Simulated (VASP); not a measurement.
# Te (P3_221) in VASP: single point with PBE+D3(BJ)

Aim: the single point of Te with PBE+D3(BJ).

Program: VASP 6.6.1. These are calculated values, not measurements. Logs are shortened: lines on timing, memory, paths and dates and some standing lists are left out, and cuts for length are marked.

## (1) The cell of the first run

It takes space group P3_221 (No. 154, trigonal). Conventional cell: a = 4.318 Å, b = 4.318 Å, c = 5.967 Å, α = 90.00°, β = 90.00°, γ = 120.00°. Te (site symmetry 2) has 6 Te at 2.91 to 3.35 Å within 3.8 Å.

## (2) Single point, PBE+D3(BJ)

File POSCAR:

```
Te
1.0
    4.3181152242      0.0000000000      0.0000000000
   -2.1590576121      3.7395974806      0.0000000000
    0.0000000000      0.0000000000      5.9667206007
Te
3
Direct
    0.2846813401      0.0000000000      0.1666666667
    0.0000000000      0.2846813401      0.8333333333
    0.7153186599      0.7153186599      0.5000000000
```

File INCAR.step1:

```
  ALGO = Normal
  EDIFF = 1E-6
  ENCUT = 520
  GGA = PE
  ISIF = 2
  ISMEAR = 0
  IVDW = 12
  LASPH = T
  LCHARG = T
  LREAL = F
  LWAVE = F
  NBANDS = 16
  NELM = 60
  PREC = Accurate
  SIGMA = 0.1
```

File KPOINTS.step1:

```
k-points
0
Gamma
  12 12 8
```

File INCAR.step2:

```
  ALGO = Normal
  EDIFF = 1E-6
  ENCUT = 520
  GGA = PE
  ICHARG = 11
  ISIF = 2
  ISMEAR = -5
  IVDW = 12
  LASPH = T
  LCHARG = F
  LORBIT = 11
  LREAL = F
  LWAVE = F
  NEDOS = 1001
  NELM = 60
  PREC = Accurate
  SIGMA = 0.1
```

File KPOINTS.step2:

```
k-points
0
Gamma
  18 18 12
```

Potentials or basis: VASP PAW PBE potentials, release 64 (Te).

Started as:

```console
cat potpaw_PBE.64/Te/POTCAR > POTCAR
cp INCAR.step1 INCAR
cp KPOINTS.step1 KPOINTS
mpirun -np 1 vasp_std > vasp.out
cp INCAR.step2 INCAR
cp KPOINTS.step2 KPOINTS
mpirun -np 1 vasp_std > vasp.out
```

OUTCAR:

```text
EDIFF = 1E-6
   ENCUT = 520
   GGA = PE
   ICHARG = 11
   ISIF = 2
   ISMEAR = -5
   IVDW = 12
   LASPH = T
   LORBIT = 11
   LREAL = F
   NELM = 60
   PREC = Accurate
 IVDW          = 12

 ion  position               nearest neighbor table
   1  0.285  0.000  0.167-   3 2.91   2 2.91   3 3.35   3 3.35   2 3.35   2 3.35
   2  0.000  0.285  0.833-   3 2.91   1 2.91   3 3.35   3 3.35   1 3.35   1 3.35
   3  0.715  0.715  0.500-   2 2.91   1 2.91   1 3.35   2 3.35   2 3.35   1 3.35

  LATTYP: Found a hexagonal cell.
 ALAT       =     4.3181152242
 C/A-ratio  =     1.3817881856

  Lattice vectors:

 A1 = (   4.3181152242,   0.0000000000,   0.0000000000)
 A2 = (  -2.1590576121,   3.7395974806,   0.0000000000)
 A3 = (   0.0000000000,   0.0000000000,   5.9667206007)

Analysis of symmetry for initial positions (statically):
=====================================================================
 Subroutine PRICEL returns:
 Original cell was already a primitive cell.

 Routine SETGRP: Setting up the symmetry group for a
 hexagonal supercell.

 Subroutine GETGRP returns: Found  6 space group operations
 (whereof  2 operations were pure point group operations)
 out of a pool of 24 trial point group operations.

The static configuration has the point symmetry C_2 .
 The point group associated with its full space group is D_3 .

Analysis of symmetry for dynamics (positions and initial velocities):
=====================================================================
 Subroutine PRICEL returns:
 Original cell was already a primitive cell.

 Routine SETGRP: Setting up the symmetry group for a
 hexagonal supercell.

 Subroutine GETGRP returns: Found  6 space group operations
 (whereof  2 operations were pure point group operations)
 out of a pool of 24 trial point group operations.

The dynamic configuration has the point symmetry C_2 .
 The point group associated with its full space group is D_3 .

 Subroutine INISYM returns: Found  6 space group operations
 (whereof  2 operations are pure point group operations),
 and found     1 'primitive' translations

----------------------------------------------------------------------------------------

                                     Primitive cell

  volume of cell :      96.3507

  direct lattice vectors                    reciprocal lattice vectors
     4.318115224  0.000000000  0.000000000     0.231582519  0.133704230  0.000000000
    -2.159057612  3.739597481  0.000000000     0.000000000  0.267408459  0.000000000
     0.000000000  0.000000000  5.966720601     0.000000000  0.000000000  0.167596250

  length of vectors
     4.318115224  4.318115224  5.966720601     0.267408459  0.267408459  0.167596250

  position of ions in fractional coordinates (direct lattice)
     0.284681340  0.000000000  0.166666667
     0.000000000  0.284681340  0.833333333
     0.715318660  0.715318660  0.500000000

  ion indices of the primitive-cell ions
   primitive index   ion index
                 1           1
                 2           2
                 3           3

----------------------------------------------------------------------------------------

 KPOINTS: k-points

Automatic generation of k-mesh.
 Grid dimensions read from file:
 generate k-points for:   18   18   12

 Generating k-lattice:

  Cartesian coordinates                     Fractional coordinates (reciprocal lattice)
     0.012865695  0.007428013  0.000000000     0.055555556  0.000000000  0.000000000
     0.000000000  0.014856026  0.000000000     0.000000000  0.055555556  0.000000000
     0.000000000  0.000000000  0.013966354     0.000000000  0.000000000  0.083333333

  Length of vectors
     0.014856026  0.014856026  0.013966354

  Shift w.r.t. Gamma in fractional coordinates (k-lattice)
     0.000000000  0.000000000  0.000000000

 TETIRR: Found   5714 inequivalent tetrahedra from    23328

 Subroutine IBZKPT returns following result:
 ===========================================

 Found    394 irreducible k-points:

 Following reciprocal coordinates:
            Coordinates               Weight
  0.000000  0.000000  0.000000      1.000000
  0.055556  0.000000  0.000000      6.000000
  0.111111  0.000000  0.000000      6.000000
  0.166667 -0.000000  0.000000      6.000000
  0.222222  0.000000  0.000000      6.000000
  0.277778  0.000000  0.000000      6.000000
[... 16 lines left out ...]
  0.333333  0.111111  0.000000     12.000000
  0.388889  0.111111  0.000000     12.000000
 [... further k-points ...]
   k-points           NKPTS =    394   k-points in BZ     NKDIM =    394   number of bands    NBANDS=     13
   number of dos      NEDOS =   1001   number of ions     NIONS =      3
   total plane-waves  NPLWV =  49152
   dimension x,y,z NGX =    32 NGY =   32 NGZ =   48
   dimension x,y,z NGXF=    64 NGYF=   64 NGZF=   96
   ions per type =               3
   NGX,Y,Z   is equivalent  to a cutoff of  12.32, 12.32, 13.37 a.u.
   NGXF,Y,Z  is equivalent  to a cutoff of  24.64, 24.64, 26.75 a.u.
 SYSTEM =  unknown system
   PREC   = accura    normal or accurate (medium, high low for compatibility)
   ISTART =      0    job   : 0-new  1-cont  2-samecut
   ICHARG =     11    charge: 1-file 2-atom 10-const
   ISPIN  =      1    spin polarized calculation?
   LNONCOLLINEAR =      F non collinear calculations
   LSORBIT =      F    spin-orbit coupling
   LASPH  =      T    aspherical Exc in radial PAW
   ENCUT  =  520.0 eV  38.22 Ry    6.18 a.u.   8.03  8.03 11.09*2*pi/ulx,y,z
   NELM   =     60;   NELMIN=  2; NELMDL=  0     # of ELM steps
   EDIFF  = 0.1E-05   stopping-criterion for ELM
   LREAL  =      F    real-space projection
   EDIFFG = 0.1E-04   stopping-criterion for IOM
   NSW    =      0    number of steps for IOM
   IBRION =     -1    ionic relax: 0-MD 1-quasi-New 2-CG
   NFREE  =      0    steps in history (QN), initial steepest desc. (CG)
   ISIF   =      2    stress and relaxation
   ISYM   =      2    0-nonsym 1-usesym 2-fastsym
   POTIM  = 0.5000    time-step for ionic-motion
   TEBEG  =    0.0;   TEEND  =   0.0 temperature during run
   PSTRESS=    0.0 pullay stress
   NELECT =      18.0000    total number of electrons
   NUPDOWN=      -1.0000    fix difference up-down
   EMIN   =  10.00;   EMAX   =-10.00  energy-range for DOS
   EFERMI =   0.00;   METHOD = LEGACY
   ISMEAR =    -5;   SIGMA  =   0.10  broadening in eV -4-tet -1-fermi 0-gaus
   EFERMI_NEDOS =   21; number of points for ismear=-14 and -15
   IALGO  =     38    algorithm
   IMIX   =      4    mixing-type and parameters
     AMIX     =   0.40;   BMIX     =  1.00
     AMIX_MAG =   1.60;   BMIX_MAG =  1.00
  volume/ion in A,a.u.               =      32.12       216.74
  Fermi-wavevector in a.u.,A,eV,Ry     =   0.935867  1.768532 11.916619  0.875847
  Thomas-Fermi vector in A             =   2.062818
   LORBIT       =     11    0 simple, 1 ext, 2 COOP (PROOUT), +10 PAW based schemes
   GGA     = PE    functional components
   LHFCALC =     F    Hartree Fock is set to
   AEXX    =    0.0000 exact exchange contribution
   IVDW    =    12    specifies the selected vdW correction
   LEPSILON=     F    determine dielectric tensor
   LRPA    =     F    only Hartree local field effects (RPA)
 non-spin polarized calculation
 Fermi weights with tetrahedron method with Bloechl corrections
  energy-cutoff  :      520.00
  volume of cell :       96.35
 maximum number of plane-waves:      2618

 number of electron      17.9999998 magnetization

 Free energy of the ion-electron system (eV)
  ---------------------------------------------------
  ext. energy  EPLUGINS =         0.00000000
  ---------------------------------------------------
  free energy    TOTEN  =        -9.37699633 eV

  energy without entropy =       -9.37699633  energy(sigma->0) =       -9.37699633

 E-fermi :   6.6876     XC(G=0):  -9.3436

 val. band max:        6.6780605633   @ k =   0.3333   0.3333   0.5000
 cond. band min:       6.6964914634   @ k =   0.3333   0.3333   0.5000
 fundamental gap:      0.0184309001
 Fermi energy:         6.6876167063

 k-point     1 :       0.0000    0.0000    0.0000
  band No.  band energies     occupation
      1      -7.2085      2.00000
      2      -3.8367      2.00000
      3      -3.8366      2.00000
      4       3.7418      2.00000
      5       4.0895      2.00000
      6       4.0895      2.00000
      7       4.9040      2.00000
      8       4.9040      2.00000
      9       5.5326      2.00000
     10       7.6693      0.00000
     11       7.6693      0.00000
     12       8.3657      0.00000
     13      11.5447      0.00000

 k-point     2 :       0.0556    0.0000    0.0000
  band No.  band energies     occupation
      1      -7.1837      2.00000
      2      -3.8381      2.00000
      3      -3.8285      2.00000
      4       3.4717      2.00000
      5       3.8643      2.00000
      6       3.9706      2.00000
      7       5.0539      2.00000
      8       5.2025      2.00000
      9       5.6824      2.00000
     10       7.5354      0.00000
     11       7.6380      0.00000
     12       8.2864      0.00000
     13      11.4865      0.00000

 k-point     3 :       0.1111    0.0000    0.0000
  band No.  band energies     occupation
      1      -7.1097      2.00000
      2      -3.8468      2.00000
      3      -3.8041      2.00000
      4       2.9285      2.00000
      5       3.5106      2.00000
      6       3.7510      2.00000
      7       5.3238      2.00000
      8       5.5198      2.00000
      9       6.0687      2.00000
     10       7.2444      0.00000
     11       7.5562      0.00000
     12       8.1363      0.00000
     13      11.1911      0.00000

 k-point     4 :       0.1667   -0.0000    0.0000
  band No.  band energies     occupation
      1      -6.9881      2.00000
      2      -3.8752      2.00000
      3      -3.7644      2.00000
      4       2.4011      2.00000
      5       3.1385      2.00000
      6       3.5070      2.00000
      7       5.5640      2.00000
      8       5.7015      2.00000
      9       6.0316      2.00000
     10       7.3585      0.00000
     11       7.4542      0.00000
     12       8.0147      0.00000
     13      10.7599      0.00000

 k-point     5 :       0.2222    0.0000    0.0000
  band No.  band energies     occupation
      1      -6.8222      2.00000
      2      -3.9399      2.00000
      3      -3.7121      2.00000
      4       1.9752      2.00000
      5       2.7848      2.00000
      6       3.2700      2.00000
      7       5.3709      2.00000
      8       5.7522      2.00000
      9       5.8991      2.00000
     10       7.3575      0.00000
     11       7.6425      0.00000
     12       8.2060      0.00000
     13      10.3167      0.00000
[... 257 lines left out ...]
 k-point    22 :       0.2778    0.1111    0.0000
  band No.  band energies     occupation
      1      -6.3204      2.00000
      2      -4.1919      2.00000
      3      -3.6719      2.00000
      4       1.5942      2.00000
      5       1.9938      2.00000
      6       3.1547      2.00000
      7       4.1223      2.00000
      8       5.0019      2.00000
      9       5.4727      2.00000
     10       7.8441      0.00000
     11       8.2225      0.00000
     12       9.3333      0.00000
     13       9.9969      0.00000

 k-point    23 :       0.3333    0.1111    0.0000
  band No.  band energies     occupation
      1      -6.0811      2.00000
      2      -4.3905      2.00000
      3      -3.6411      2.00000
      4       1.5921      2.00000
      5       1.9485      2.00000
      6       2.9206      2.00000
      7       3.5474      2.00000
      8       5.0291      2.00000
      9       5.3233      2.00000
     10       7.9127      0.00000
     11       8.1823      0.00000
     12       9.7618      0.00000
     13       9.8933      0.00000

 k-point    24 :       0.3889    0.1111    0.0000
  band No.  band energies     occupation
      1      -5.8740      2.00000
      2      -4.5792      2.00000
      3      -3.6198      2.00000
      4       1.6449      2.00000
      5       1.9864      2.00000
      6       2.7728      2.00000
      7       3.0801      2.00000
      8       5.0670      2.00000
      9       5.2079      2.00000
     10       7.9488      0.00000
     11       8.1484      0.00000
     12       9.6633      0.00000
     13      10.2305      0.00000

 [... further k-points ...]

------------------------ aborting loop because EDIFF is reached ----------------------------------------

 Edisp (eV)   -1.36914

 E8    (eV) :    -0.6289

  FORCE on cell =-STRESS in cart. coord.  units (eV):
  Direction    XX          YY          ZZ          XY          YZ          ZX
  --------------------------------------------------------------------------------------
  -------------------------------------------------------------------------------------
  Total      -0.02234    -0.02234     0.01367     0.00000     0.00000     0.00000
  in kB      -0.37151    -0.37151     0.22736     0.00000     0.00000     0.00000
  external pressure =       -0.17 kB  Pullay stress =        0.00 kB

 VOLUME and BASIS-vectors are now :
 -----------------------------------------------------------------------------
  energy-cutoff  :      520.00
  volume of cell :       96.35
      direct lattice vectors                 reciprocal lattice vectors
     4.318115224  0.000000000  0.000000000     0.231582519  0.133704230  0.000000000
    -2.159057612  3.739597481  0.000000000     0.000000000  0.267408459  0.000000000
     0.000000000  0.000000000  5.966720601     0.000000000  0.000000000  0.167596250

 POSITION                                       TOTAL-FORCE (eV/Angst)
 -----------------------------------------------------------------------------------
      1.22929      0.00000      0.99445         0.012756      0.000000      0.000000
     -0.61464      1.06459      4.97227        -0.006378      0.011047     -0.000000
      1.54441      2.67500      2.98336        -0.006378     -0.011047     -0.000000
 -----------------------------------------------------------------------------------
    total drift:                               -0.000005     -0.000009      0.000000

  FREE ENERGIE OF THE ION-ELECTRON SYSTEM (eV)
  ---------------------------------------------------
  free  energy   TOTEN  =       -10.7461397858 eV

  energy  without entropy=      -10.7461397858  energy(sigma->0) =      -10.74613979

 total charge

# of ion       s       p       d       tot
------------------------------------------
    1        1.438   1.805   0.046   3.290
    2        1.438   1.805   0.046   3.290
    3        1.438   1.805   0.046   3.290
--------------------------------------------------
tot          4.315   5.416   0.139   9.870
```

Run time: 2.8 min. Hardware: 1 thread of Intel Xeon 6975P-C (Granite Rapids), shared host; peak memory 0.52 GiB.

What came out:

```yaml
Valence_electrons_inside_the_program's_atomic_spheres: Te 3.29
Dispersion_energy_per_atom: -0.456 eV
```

Levels at points of the mesh, in eV from the valence-band top:
```
           k point  band 5  band 6  band 7  band 8  band 9  band 10  band 11  band 12  band 13
(0.00, 0.00, 0.00)   -2.59   -2.59   -1.77   -1.77   -1.15     0.99     0.99     1.69     4.87
(0.50, 0.00, 0.00)   -4.64   -4.00   -3.88   -0.84   -0.72     0.57     0.58     2.50     3.76
(0.00, 0.00, 0.50)   -2.66   -2.66   -1.28   -0.85   -0.85     0.25     0.34     0.34     3.70
(0.50, 0.00, 0.50)   -3.67   -3.65   -2.76   -2.50   -0.32     0.37     2.01     2.65     4.27
```

Caveat: spin-orbit coupling is left out, which moves the levels of the heavy elements.
